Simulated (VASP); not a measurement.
# PtS2: phonons with r2SCAN

Crystal: PtS2.

```
Pt S
1.0
     3.54795    0.00000    0.00000
    -1.77398    3.07262    0.00000
     0.00000    0.00000    5.60919
Pt S
1 2
Direct
  0.00000 0.00000 0.00000
  0.33333 0.66667 0.21991
  0.66667 0.33333 0.78009
```

```json
{"Program": "VASP 6.6.1", "Task": "phonons", "Functional": "r2SCAN", "Potentials or basis": "VASP PAW PBE potentials, release 64 (Pt, S)", "Cutoff": "520 eV", "k mesh": "8 × 8 × 4", "Occupations": "gaussian, width 0.01 eV", "Spin": "no spin polarisation", "Dipole correction": "no", "Further INCAR settings": "ALGO = Normal; EDIFF = 1e-08; NBANDS = 18; IBRION = 6; POTIM = 0.015; NSW = 1"}
```

The highest phonon frequency at Γ, LO-TO splitting left out is 340 cm⁻¹.

Phonon frequencies in cm⁻¹ (negative: imaginary):
| q point | frequencies |
| --- | --- |
| (0.000, 0.000, 0.000) | 0 0 0 300 300 312 312 327 340 |

It took 39 min on 1 thread of Oxide Virtual Turin-like Processor, on a shared host, peak memory 0.37 GiB.
